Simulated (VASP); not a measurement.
# TiC (P-6m2) in VASP: a series of runs

Runs on TiC. Level: PBE. Tasks: single point.

Everything below comes from runs of VASP 6.6.1. Logs are shortened: lines on timing, memory, paths and dates and some standing lists are left out, and cuts for length are marked.

## (1) The cell of the first run

It takes space group P-6m2 (No. 187, hexagonal). The conventional cell has a = 3.042 Å, b = 3.042 Å, c = 2.698 Å, α = 90.00°, β = 90.00°, γ = 120.00°. Within 2.9 Å of Ti (site symmetry -6m2) lie 6 C at 2.21 Å and 2 Ti at 2.70 Å. Within 2.9 Å of C (site symmetry -6m2) lie 6 Ti at 2.21 Å and 2 C at 2.70 Å.

## (2) Single point, PBE

Contents of INCAR:

```
ALGO     = Normal         # electronic algorithm
EDIFF    = 1E-6           # SCF threshold, eV
ENCUT    = 520            # plane-wave cutoff, eV
GGA      = PE             # functional
ISIF     = 2              # what is computed and relaxed
ISMEAR   = 0              # smearing method
LASPH    = T              # aspherical terms in the spheres
LCHARG   = F              # write CHGCAR
LREAL    = F              # projectors in reciprocal space
LWAVE    = F              # write WAVECAR
NBANDS   = 15             # bands
NELM     = 80             # most SCF steps
PREC     = Accurate       # precision mode
SIGMA    = 0.018000000000000002 # smearing width, eV
```

Contents of KPOINTS:

```
k-points
0
Gamma
  10 10 10
```

Contents of POSCAR:

```
TiC
1.0
    3.0420900000      0.0000000000      0.0000000000
   -1.5210400000      2.6345200000      0.0000000000
    0.0000000000      0.0000000000      2.6979700000
Ti C
1 1
Direct
    0.0000000000      0.0000000000      0.5000000000
    0.3333300000      0.6666700000      0.0000000000
```

Potentials or basis: VASP PAW PBE potentials, release 64 (Ti_sv, C).

Command:

```sh
$ cat potpaw_PBE.64/Ti_sv/POTCAR potpaw_PBE.64/C/POTCAR > POTCAR
$ mpirun -np 1 vasp_std > vasp.out
```

OUTCAR:

```text
EDIFF = 1E-6
   ENCUT = 520
   GGA = PE
   ISIF = 2
   ISMEAR = 0
   LASPH = T
   LREAL = F
   NELM = 80
   PREC = Accurate

 ion  position               nearest neighbor table
   1  0.000  0.000  0.500-   2 2.21   2 2.21   2 2.21   2 2.21   2 2.21   2 2.21
   2  0.333  0.667  0.000-   1 2.21   1 2.21   1 2.21   1 2.21   1 2.21   1 2.21

  LATTYP: Found a hexagonal cell.
 ALAT       =     3.0420900000
 C/A-ratio  =     0.8868804013

  Lattice vectors:

 A1 = (   3.0420900000,   0.0000000000,   0.0000000000)
 A2 = (  -1.5210400000,   2.6345200000,   0.0000000000)
 A3 = (   0.0000000000,   0.0000000000,   2.6979700000)

Analysis of symmetry for initial positions (statically):
=====================================================================
 Subroutine PRICEL returns:
 Original cell was already a primitive cell.

 Routine SETGRP: Setting up the symmetry group for a
 hexagonal supercell.

 Subroutine GETGRP returns: Found  4 space group operations
 (whereof  4 operations were pure point group operations)
 out of a pool of 24 trial point group operations.

The static configuration has the point symmetry C_2v.

Analysis of symmetry for dynamics (positions and initial velocities):
=====================================================================
 Subroutine PRICEL returns:
 Original cell was already a primitive cell.

 Routine SETGRP: Setting up the symmetry group for a
 hexagonal supercell.

 Subroutine GETGRP returns: Found  4 space group operations
 (whereof  4 operations were pure point group operations)
 out of a pool of 24 trial point group operations.

The dynamic configuration has the point symmetry C_2v.

 Subroutine INISYM returns: Found  4 space group operations
 (whereof  4 operations are pure point group operations),
 and found     1 'primitive' translations

----------------------------------------------------------------------------------------

                                     Primitive cell

  volume of cell :      21.6227

  direct lattice vectors                    reciprocal lattice vectors
     3.042090000  0.000000000  0.000000000     0.328721372  0.189787269  0.000000000
    -1.521040000  2.634520000  0.000000000     0.000000000  0.379575786  0.000000000
     0.000000000  0.000000000  2.697970000     0.000000000  0.000000000  0.370649044

  length of vectors
     3.042090000  3.042081247  2.697970000     0.379574694  0.379575786  0.370649044

  position of ions in fractional coordinates (direct lattice)
     0.000000000  0.000000000  0.500000000
     0.333330000  0.666670000  0.000000000

  ion indices of the primitive-cell ions
   primitive index   ion index
                 1           1
                 2           2

----------------------------------------------------------------------------------------

 KPOINTS: k-points

Automatic generation of k-mesh.
 Grid dimensions read from file:
 generate k-points for:   10   10   10

 Generating k-lattice:

  Cartesian coordinates                     Fractional coordinates (reciprocal lattice)
     0.032872137  0.018978727  0.000000000     0.100000000  0.000000000  0.000000000
     0.000000000  0.037957579  0.000000000     0.000000000  0.100000000  0.000000000
     0.000000000  0.000000000  0.037064904     0.000000000  0.000000000  0.100000000

  Length of vectors
     0.037957469  0.037957579  0.037064904

  Shift w.r.t. Gamma in fractional coordinates (k-lattice)
     0.000000000  0.000000000  0.000000000

 Subroutine IBZKPT returns following result:
 ===========================================

 Found    186 irreducible k-points:

 Following reciprocal coordinates:
            Coordinates               Weight
  0.000000  0.000000  0.000000      1.000000
  0.100000  0.000000  0.000000      4.000000
 -0.100000  0.100000  0.000000      2.000000
  0.200000  0.000000  0.000000      4.000000
 -0.200000  0.200000  0.000000      2.000000
  0.300000  0.000000  0.000000      4.000000
[... 16 lines left out ...]
  0.200000  0.200000  0.000000      2.000000
 -0.200000  0.400000  0.000000      4.000000
 [... further k-points ...]
   k-points           NKPTS =    186   k-points in BZ     NKDIM =    186   number of bands    NBANDS=     15
   number of dos      NEDOS =    301   number of ions     NIONS =      2
   total plane-waves  NPLWV =  11520
   dimension x,y,z NGX =    24 NGY =   24 NGZ =   20
   dimension x,y,z NGXF=    48 NGYF=   48 NGZF=   40
   ions per type =               1   1
   NGX,Y,Z   is equivalent  to a cutoff of  13.12, 13.12, 12.32 a.u.
   NGXF,Y,Z  is equivalent  to a cutoff of  26.23, 26.23, 24.65 a.u.
 SYSTEM =  unknown system
   PREC   = accura    normal or accurate (medium, high low for compatibility)
   ISTART =      0    job   : 0-new  1-cont  2-samecut
   ICHARG =      2    charge: 1-file 2-atom 10-const
   ISPIN  =      1    spin polarized calculation?
   LNONCOLLINEAR =      F non collinear calculations
   LSORBIT =      F    spin-orbit coupling
   LASPH  =      T    aspherical Exc in radial PAW
   ENCUT  =  520.0 eV  38.22 Ry    6.18 a.u.   5.66  5.66  5.02*2*pi/ulx,y,z
   NELM   =     80;   NELMIN=  2; NELMDL= -5     # of ELM steps
   EDIFF  = 0.1E-05   stopping-criterion for ELM
   LREAL  =      F    real-space projection
   EDIFFG = 0.1E-04   stopping-criterion for IOM
   NSW    =      0    number of steps for IOM
   IBRION =     -1    ionic relax: 0-MD 1-quasi-New 2-CG
   NFREE  =      0    steps in history (QN), initial steepest desc. (CG)
   ISIF   =      2    stress and relaxation
   ISYM   =      2    0-nonsym 1-usesym 2-fastsym
   POTIM  = 0.5000    time-step for ionic-motion
   TEBEG  =    0.0;   TEEND  =   0.0 temperature during run
   PSTRESS=    0.0 pullay stress
   NELECT =      16.0000    total number of electrons
   NUPDOWN=      -1.0000    fix difference up-down
   EMIN   =  10.00;   EMAX   =-10.00  energy-range for DOS
   EFERMI =   0.00;   METHOD = LEGACY
   ISMEAR =     0;   SIGMA  =   0.02  broadening in eV -4-tet -1-fermi 0-gaus
   EFERMI_NEDOS =   21; number of points for ismear=-14 and -15
   IALGO  =     38    algorithm
   IMIX   =      4    mixing-type and parameters
     AMIX     =   0.40;   BMIX     =  1.00
     AMIX_MAG =   1.60;   BMIX_MAG =  1.00
  volume/ion in A,a.u.               =      10.81        72.96
  Fermi-wavevector in a.u.,A,eV,Ry     =   1.480737  2.798187 29.831891  2.192582
  Thomas-Fermi vector in A             =   2.594734
   LORBIT       =      0    0 simple, 1 ext, 2 COOP (PROOUT), +10 PAW based schemes
   GGA     = PE    functional components
   LHFCALC =     F    Hartree Fock is set to
   AEXX    =    0.0000 exact exchange contribution
   IVDW    =     0    specifies the selected vdW correction
   LEPSILON=     F    determine dielectric tensor
   LRPA    =     F    only Hartree local field effects (RPA)
 non-spin polarized calculation
 Gauss-broadening in eV      SIGMA  =   0.02
  energy-cutoff  :      520.00
  volume of cell :       21.62
 maximum number of plane-waves:       592
   NGX = 11   NGY = 11   NGZ = 11

 number of electron      16.0000003 magnetization

 Free energy of the ion-electron system (eV)
  ---------------------------------------------------
  ext. energy  EPLUGINS =         0.00000000
  ---------------------------------------------------
  free energy    TOTEN  =       -17.35330765 eV

  energy without entropy =      -17.35324071  energy(sigma->0) =      -17.35327418

 E-fermi :   8.6265     XC(G=0): -12.2940

 val. band max:        8.6072767778   @ k =  -0.4000   0.4000   0.0000
 cond. band min:       8.6443700366   @ k =   0.5000   0.5000   0.1000
 fundamental gap:      0.0370932588
 Fermi energy:         8.6265136151

 k-point     1 :       0.0000    0.0000    0.0000
  band No.  band energies     occupation
      1     -47.9351      2.00000
      2     -24.0918      2.00000
      3     -24.0918      2.00000
      4     -23.6316      2.00000
      5      -3.3781      2.00000
      6       7.0282      2.00000
      7       7.0282      2.00000
      8       7.6612      2.00000
      9      10.9222      0.00000
     10      11.9492      0.00000
     11      11.9492      0.00000
     12      14.2953      0.00000
     13      14.2954      0.00000
     14      16.1434      0.00000
     15      24.3660      0.00000

 k-point     2 :       0.1000    0.0000    0.0000
  band No.  band energies     occupation
      1     -47.9300      2.00000
      2     -24.1312      2.00000
      3     -24.1006      2.00000
      4     -23.6271      2.00000
      5      -3.1970      2.00000
      6       6.6170      2.00000
      7       7.1654      2.00000
      8       7.7963      2.00000
      9      10.2903      0.00000
     10      11.9197      0.00000
     11      12.6570      0.00000
     12      13.9486      0.00000
     13      14.0778      0.00000
     14      16.6906      0.00000
     15      23.5096      0.00000

 k-point     3 :      -0.1000    0.1000    0.0000
  band No.  band energies     occupation
      1     -47.9300      2.00000
      2     -24.1312      2.00000
      3     -24.1006      2.00000
      4     -23.6271      2.00000
      5      -3.1970      2.00000
      6       6.6170      2.00000
      7       7.1653      2.00000
      8       7.7963      2.00000
      9      10.2903      0.00000
     10      11.9197      0.00000
     11      12.6571      0.00000
     12      13.9485      0.00000
     13      14.0778      0.00000
     14      16.6906      0.00000
     15      23.5097      0.00000

 k-point     4 :       0.2000    0.0000    0.0000
  band No.  band energies     occupation
      1     -47.9167      2.00000
      2     -24.2332      2.00000
      3     -24.1236      2.00000
      4     -23.6152      2.00000
      5      -2.6916      2.00000
      6       5.7536      2.00000
      7       7.5480      2.00000
      8       7.9997      2.00000
      9       9.4774      0.00000
     10      11.8435      0.00000
     11      13.2105      0.00000
     12      13.5375      0.00000
     13      13.6603      0.00000
     14      17.8692      0.00000
     15      23.0784      0.00000
[... 307 lines left out ...]
 k-point    22 :       0.5000    0.4000    0.0000
  band No.  band energies     occupation
      1     -47.8818      2.00000
      2     -24.4721      2.00000
      3     -24.2049      2.00000
      4     -23.5841      2.00000
      5      -1.0029      2.00000
      6       3.9601      2.00000
      7       7.4023      2.00000
      8       8.3626      2.00000
      9       9.1335      0.00000
     10      11.5174      0.00000
     11      11.8956      0.00000
     12      12.3618      0.00000
     13      15.3313      0.00000
     14      19.8193      0.00000
     15      23.4652      0.00000

 k-point    23 :       0.2000    0.2000    0.0000
  band No.  band energies     occupation
      1     -47.8926      2.00000
      2     -24.3777      2.00000
      3     -24.2020      2.00000
      4     -23.5937      2.00000
      5      -1.6188      2.00000
      6       4.6962      2.00000
      7       7.2893      2.00000
      8       8.6817      0.00001
      9       8.8180      0.00000
     10      11.5044      0.00000
     11      12.1082      0.00000
     12      12.6827      0.00000
     13      14.9803      0.00000
     14      19.7797      0.00000
     15      23.1678      0.00000

 k-point    24 :      -0.2000    0.4000    0.0000
  band No.  band energies     occupation
      1     -47.8926      2.00000
      2     -24.3777      2.00000
      3     -24.2020      2.00000
      4     -23.5937      2.00000
      5      -1.6188      2.00000
      6       4.6962      2.00000
      7       7.2894      2.00000
      8       8.6816      0.00002
      9       8.8179      0.00000
     10      11.5044      0.00000
     11      12.1082      0.00000
     12      12.6827      0.00000
     13      14.9803      0.00000
     14      19.7798      0.00000
     15      23.1678      0.00000

 [... further k-points ...]
[... 5 lines left out ...]
  --------------------------------------------------------------------------------------
  -------------------------------------------------------------------------------------
  Total        0.0270873      0.0270131      0.0048132     -0.0000640      0.0000000      0.0000000
  in kB        2.0070807      2.0015867      0.3566412     -0.0047447      0.0000000      0.0000000
  external PRESSURE =       1.4551029 kB  Pullay stress =       0.0000000 kB

 VOLUME and BASIS-vectors are now :
 -----------------------------------------------------------------------------
  energy-cutoff  :      520.00
  volume of cell :       21.62
      direct lattice vectors                 reciprocal lattice vectors
     3.042090000  0.000000000  0.000000000     0.328721372  0.189787269  0.000000000
    -1.521040000  2.634520000  0.000000000     0.000000000  0.379575786  0.000000000
     0.000000000  0.000000000  2.697970000     0.000000000  0.000000000  0.370649044

 POSITION                                       TOTAL-FORCE (eV/Angst)
 -----------------------------------------------------------------------------------
      0.00000      0.00000      1.34899        -0.000088      0.000051      0.000000
     -0.00001      1.75636      0.00000         0.000088     -0.000051      0.000000
 -----------------------------------------------------------------------------------
    total drift:                                0.000043      0.000072     -0.000000

  FREE ENERGIE OF THE ION-ELECTRON SYSTEM (eV)
  ---------------------------------------------------
  free  energy   TOTEN  =       -17.3533076480 eV

  energy  without entropy=      -17.3532407087  energy(sigma->0) =      -17.35327418
```

Wall time 29 s (1 thread of AMD EPYC 9R45 (Zen 5), shared host); peak memory 0.15 GiB.

What came out:

| Property | Result |
| --- | --- |
| Free energy | -17.3533 eV |
| Pressure | 0.1 GPa |
| Band gap on the k mesh | zero (band 8 reaches 8.68 eV, above the bottom of band 9 at 8.61 eV) |

Levels at points of the mesh, in eV from the Fermi level:
```
           k point  band 4  band 5  band 6  band 7  band 8  band 9  band 10  band 11  band 12  band 13
(0.00, 0.00, 0.00)  -32.26  -12.00   -1.60   -1.60   -0.97    2.30     3.32     3.32     5.67     5.67
(0.50, 0.00, 0.00)  -32.21   -9.61   -4.87   -0.76   -0.31    0.22     3.02     3.46     3.72     6.60
(0.50, 0.50, 0.00)  -32.21   -9.61   -4.87   -0.76   -0.31    0.22     3.02     3.46     3.72     6.60
(0.00, 0.00, 0.50)  -32.64   -8.87   -5.61   -0.51   -0.51    1.12     1.12     4.69     4.73     4.73
(0.50, 0.00, 0.50)  -32.72   -8.79   -4.01   -2.57   -2.23    1.48     3.27     4.34     5.55     7.32
(0.50, 0.50, 0.50)  -32.72   -8.79   -4.01   -2.57   -2.23    1.48     3.27     4.34     5.55     7.32
```

## (3) Single point, PBE

Contents of INCAR:

```
SYSTEM = TiC
PREC     = Accurate       ! precision mode
ENCUT    = 520            ! plane-wave cutoff, eV
EDIFF    = 1E-7           ! SCF threshold, eV
ISMEAR   = 0              ! smearing method
SIGMA    = 0.019000000000000003 ! smearing width, eV
LREAL    = .False.        ! projectors in reciprocal space
LASPH    = .True.         ! aspherical terms in the spheres
NELM     = 80             ! most SCF steps
ALGO     = Normal         ! electronic algorithm
ISIF     = 2              ! what is computed and relaxed
LWAVE    = .False.        ! write WAVECAR
LCHARG   = .False.        ! write CHGCAR
GGA      = PE             ! functional
NBANDS   = 15             ! bands
```

Contents of KPOINTS:

```
regular mesh
0
Gamma
  10 10 10
  0 0 0
```

POSCAR is that of step 2.

Potentials or basis: VASP PAW PBE potentials, release 64 (Ti_sv, C).

Command:

```sh
$ cat potpaw_PBE.64/Ti_sv/POTCAR potpaw_PBE.64/C/POTCAR > POTCAR
$ mpirun -np 1 vasp_std > vasp.out
```

Wall time 34 s (1 thread of AMD EPYC 9R45 (Zen 5), shared host); peak memory 0.15 GiB.

The run converged. Its results:

| Property | Result |
| --- | --- |
| Free energy | -17.3533 eV |
| Pressure | 0.3 GPa |
| Band gap on the k mesh | zero (band 8 reaches 8.68 eV, above the bottom of band 9 at 8.61 eV) |

Stress tensor (GPa, compression positive):
```
0.33 0.00 0.00
0.00 0.33 0.00
0.00 0.00 0.16
```

Levels at points of the mesh, in eV from the Fermi level:
| k point | band 5 | band 6 | band 7 | band 8 | band 9 | band 10 | band 11 | band 12 |
| --- | --- | --- | --- | --- | --- | --- | --- | --- |
| (0.00, 0.00, 0.00) | -12.00 | -1.60 | -1.60 | -0.97 | 2.30 | 3.32 | 3.32 | 5.67 |
| (0.50, 0.00, 0.00) | -9.61 | -4.87 | -0.77 | -0.31 | 0.22 | 3.02 | 3.46 | 3.72 |
| (0.50, 0.50, 0.00) | -9.61 | -4.87 | -0.77 | -0.31 | 0.22 | 3.02 | 3.46 | 3.72 |
| (0.00, 0.00, 0.50) | -8.87 | -5.61 | -0.51 | -0.51 | 1.12 | 1.12 | 4.69 | 4.73 |
| (0.50, 0.00, 0.50) | -8.79 | -4.01 | -2.57 | -2.23 | 1.48 | 3.27 | 4.34 | 5.55 |
| (0.50, 0.50, 0.50) | -8.79 | -4.01 | -2.57 | -2.23 | 1.48 | 3.27 | 4.34 | 5.55 |

(Part 1 of 2 ends here.)
